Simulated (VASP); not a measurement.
The system is CoO.

```
Co O
1.0
     1.60222    0.92504    2.56647
    -1.60222    0.92504    2.56647
     0.00000   -1.85008    2.56647
Co O
1 1
Direct
  0.99898 0.99898 0.99898
  0.75102 0.75102 0.75102
```

Base run:

```yaml
Program: VASP 6.6.1
Functional: RPBE
Potentials_or_basis: VASP PAW PBE potentials, release 64 (Co, O)
Cutoff: 520 eV
k_mesh: 10 × 10 × 10
Occupations: gaussian, width 0.1 eV
Spin: collinear spin, ferromagnetic start
Starting_moments: "[2.0, 0.0] μB"
```

Its results: pressure 5.4 GPa; net moment 2.79 μB per cell; site moments Co +2.40; O +0.30 μB; largest force 0.288 eV/Å.

Question: The run is repeated on the same cell with these changes: functional from RPBE to PBE; occupations from gaussian, width 0.1 eV to gaussian, width 0.05 eV. What comes out?

Answer: Pressure 0.0 GPa; net moment 2.76 μB per cell; site moments Co +2.38; O +0.29 μB; largest force 0.272 eV/Å.

Caveats: a cell with one magnetic atom can't hold antiferromagnetic order, which such compounds often take; the stress differs along the axes, from 4 to 9 GPa (at least some runs); the PAW data sets were made with another functional, which shifts forces and pressure a little (at least some runs); the stress differs along the axes, from -2 to 4 GPa (at least some runs).
